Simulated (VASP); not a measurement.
# MgB2 (P6/mmm) in VASP: notebook, part 2 of 3

VASP 6.6.1. The steps go on from the part before.

### 3 Single point, PBEsol

This run uses another cell than the first one, of 9.47 Å³/atom, 1.063 times its volume.

Contents of INCAR:

```
PREC = Accurate ; ENCUT = 520
EDIFF = 1E-7 ; ISMEAR = -1
SIGMA = 0.05 ; LREAL = F
LASPH = T ; NELM = 60
ALGO = Normal ; ISIF = 2
LWAVE = F ; LCHARG = T
GGA = PS ; LELF = T
LVHAR = T ; NBANDS = 11
```

Contents of KPOINTS:

```
Automatic mesh
0
Gamma
  10 10 8
```

Contents of POSCAR:

```
MgB2
1.0
    3.0683878203      0.0000000000      0.0000000000
   -1.5341939102      2.6573018011      0.0000000000
    0.0000000000      0.0000000000      3.4831555366
Mg B
1 2
Direct
    0.0000000000      0.0000000000      0.0000000000
    0.6666666667      0.3333333333      0.5000000000
    0.3333333333      0.6666666667      0.5000000000
```

Potentials or basis: VASP PAW PBE potentials, release 64 (Mg, B).

Command:

```
$ cat potpaw_PBE.64/Mg/POTCAR potpaw_PBE.64/B/POTCAR > POTCAR
$ mpirun -np 1 vasp_std > vasp.out
```

OUTCAR:

```text
PREC = Accurate
   ENCUT = 520
   EDIFF = 1E-7
   ISMEAR = -1
   LREAL = F
   LASPH = T
   NELM = 60
   ISIF = 2
   GGA = PS

 ion  position               nearest neighbor table
   1  0.000  0.000  0.000-   2 2.48   3 2.48   2 2.48   3 2.48   2 2.48   2 2.48   3 2.48   3 2.48
                             2 2.48   2 2.48   3 2.48   3 2.48
   2  0.667  0.333  0.500-   3 1.77   3 1.77   3 1.77   1 2.48   1 2.48   1 2.48   1 2.48   1 2.48
                             1 2.48
   3  0.333  0.667  0.500-   2 1.77   2 1.77   2 1.77   1 2.48   1 2.48   1 2.48   1 2.48   1 2.48
                             1 2.48

  LATTYP: Found a hexagonal cell.
 ALAT       =     3.0683878203
 C/A-ratio  =     1.1351744762

  Lattice vectors:

 A1 = (   3.0683878203,   0.0000000000,   0.0000000000)
 A2 = (  -1.5341939102,   2.6573018011,   0.0000000000)
 A3 = (   0.0000000000,   0.0000000000,   3.4831555366)

Analysis of symmetry for initial positions (statically):
=====================================================================
 Subroutine PRICEL returns:
 Original cell was already a primitive cell.

 Routine SETGRP: Setting up the symmetry group for a
 hexagonal supercell.

 Subroutine GETGRP returns: Found 24 space group operations
 (whereof 24 operations were pure point group operations)
 out of a pool of 24 trial point group operations.

The static configuration has the point symmetry D_6h.

Analysis of symmetry for dynamics (positions and initial velocities):
=====================================================================
 Subroutine PRICEL returns:
 Original cell was already a primitive cell.

 Routine SETGRP: Setting up the symmetry group for a
 hexagonal supercell.

 Subroutine GETGRP returns: Found 24 space group operations
 (whereof 24 operations were pure point group operations)
 out of a pool of 24 trial point group operations.

The dynamic configuration has the point symmetry D_6h.

 Subroutine INISYM returns: Found 24 space group operations
 (whereof 24 operations are pure point group operations),
 and found     1 'primitive' translations
[... 120 lines left out ...]
  Thomas-Fermi vector in A             =   2.208949
   LORBIT       =      0    0 simple, 1 ext, 2 COOP (PROOUT), +10 PAW based schemes
   GGA     = PS    functional components
   LHFCALC =     F    Hartree Fock is set to
   AEXX    =    0.0000 exact exchange contribution
   IVDW    =     0    specifies the selected vdW correction
   LEPSILON=     F    determine dielectric tensor
   LRPA    =     F    only Hartree local field effects (RPA)
 non-spin polarized calculation
  energy-cutoff  :      520.00
  volume of cell :       28.40
 maximum number of plane-waves:       781
 NGX is ok and might be reduce to    24
   NGX = 11   NGY = 11   NGZ = 13

 number of electron       8.0000000 magnetization

 Free energy of the ion-electron system (eV)
  ---------------------------------------------------
  ext. energy  EPLUGINS =         0.00000000
  ---------------------------------------------------
  free energy    TOTEN  =       -16.22383305 eV

  energy without entropy =      -16.21748710  energy(sigma->0) =      -16.22066007

 E-fermi :   5.4151     XC(G=0): -11.0817

 val. band max:        5.3867318295   @ k =   0.1000  -0.0000   0.1250
 cond. band min:       5.4529188115   @ k =   0.3000   0.2000   0.0000
 fundamental gap:      0.0661869820
 Fermi energy:         5.4151218681

 k-point     1 :       0.0000    0.0000    0.0000
  band No.  band energies     occupation
      1      -7.1657      2.00000
      2       2.4432      2.00000
      3       5.7372      0.00318
      4       5.7372      0.00318
      5       7.1309      0.00000
      6      11.6835      0.00000
      7      11.6835      0.00000
      8      13.6194      0.00000
      9      15.4685      0.00000
     10      18.0840      0.00000
     11      21.6595      0.00000
[... 309 lines left out ...]
 k-point    24 :       0.4000    0.1000    0.1250
  band No.  band energies     occupation
      1      -3.5066      2.00000
      2      -1.7519      2.00000
      3       2.5014      2.00000
      4       4.7093      2.00000
      5       7.6090      0.00000
      6      10.5981      0.00000
      7      11.8768      0.00000
      8      13.8274      0.00000
      9      15.6632      0.00000
     10      18.9713      0.00000
     11      19.8836      0.00000

 [... further k-points ...]
[... 5 lines left out ...]
  --------------------------------------------------------------------------------------
  -------------------------------------------------------------------------------------
  Total        0.0338788      0.0338788     -0.0221744     -0.0000000     -0.0000000      0.0000000
  in kB        1.9112401      1.9112401     -1.2509474     -0.0000000     -0.0000000      0.0000000
  external PRESSURE =       0.8571776 kB  Pullay stress =       0.0000000 kB

 VOLUME and BASIS-vectors are now :
 -----------------------------------------------------------------------------
  energy-cutoff  :      520.00
  volume of cell :       28.40
      direct lattice vectors                 reciprocal lattice vectors
     3.068387820  0.000000000  0.000000000     0.325904044  0.188160788  0.000000000
    -1.534193910  2.657301801  0.000000000     0.000000000  0.376321575  0.000000000
     0.000000000  0.000000000  3.483155537     0.000000000  0.000000000  0.287095994

 POSITION                                       TOTAL-FORCE (eV/Angst)
 -----------------------------------------------------------------------------------
      0.00000      0.00000      0.00000         0.000000      0.000000      0.000000
      1.53419      0.88577      1.74158         0.000000     -0.000000      0.000000
     -0.00000      1.77153      1.74158        -0.000000      0.000000     -0.000000
 -----------------------------------------------------------------------------------
    total drift:                                0.000000     -0.000000      0.000000

  FREE ENERGIE OF THE ION-ELECTRON SYSTEM (eV)
  ---------------------------------------------------
  free  energy   TOTEN  =       -16.2238330497 eV

  energy  without entropy=      -16.2174870962  energy(sigma->0) =      -16.22066007
```

stdout:

```text
POSCAR found type information on POSCAR MgB
 POSCAR found :  2 types and       3 ions
 scaLAPACK will be used
 -----------------------------------------------------------------------------
|                                                                             |
|                                                                             |
|     You enforced a specific xc type in the INCAR file but a different       |
|     I HOPE YOU KNOW WHAT YOU ARE DOING!                                     |
|                                                                             |
 -----------------------------------------------------------------------------

 LDA part: xc-table for (Slater+PW92), standard interpolation
 POSCAR, INCAR and KPOINTS ok, starting setup
 FFT: planning ... GRIDC
 FFT: planning ... GRID_SOFT
 FFT: planning ... GRID
 WAVECAR not read
 entering main loop
```

Wall time 43 s (1 thread of AMD EPYC 7R13, shared host); peak memory 0.13 GiB.

What came out:

| Quantity | Value |
| --- | --- |
| Free energy | -16.2238 eV |
| Pressure | 0.1 GPa |
| Band gap on the k mesh | zero (band 4 reaches 6.53 eV, above the bottom of band 5 at 3.97 eV) |

Caveat: the PAW data sets were made with another functional, which shifts forces and pressure a little.

(Part 2 of 3 ends here.)
